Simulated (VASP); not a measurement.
Runs of VASP 6.6.1 on Li2Se. The structure is that of space group Fm-3m (No. 225), or close to it. The cells are those of the table. 

```tsv
task	cell	cutoff (eV)	gap on the mesh (eV)	pressure (GPa)
single point	a = 4.302 Å, angles 60.0°, 3 atoms	750	2.91	-3.6
single point	a = 4.218 Å, angles 60.0°, 3 atoms	750	(a)	-2.0
electric field gradients	a = 4.246 Å, angles 60.0°, 3 atoms	650	(c)	-2.7
electric field gradients	a = 4.159 Å, angles 60.0°, 3 atoms	650	2.84	(b)
```

Alike in all rows: level LDA; potentials or basis VASP PAW LDA potentials, release 64 (Li_sv, Se); no spin polarisation; k mesh 9 × 9 × 9; smearing fermi-dirac 0.03 eV.

Estimate the missing entries.

(a) 2.88; (b) -0.7; (c) 2.89.

A k mesh can miss the band edges, and the runs leave out spin-orbit coupling on Se.
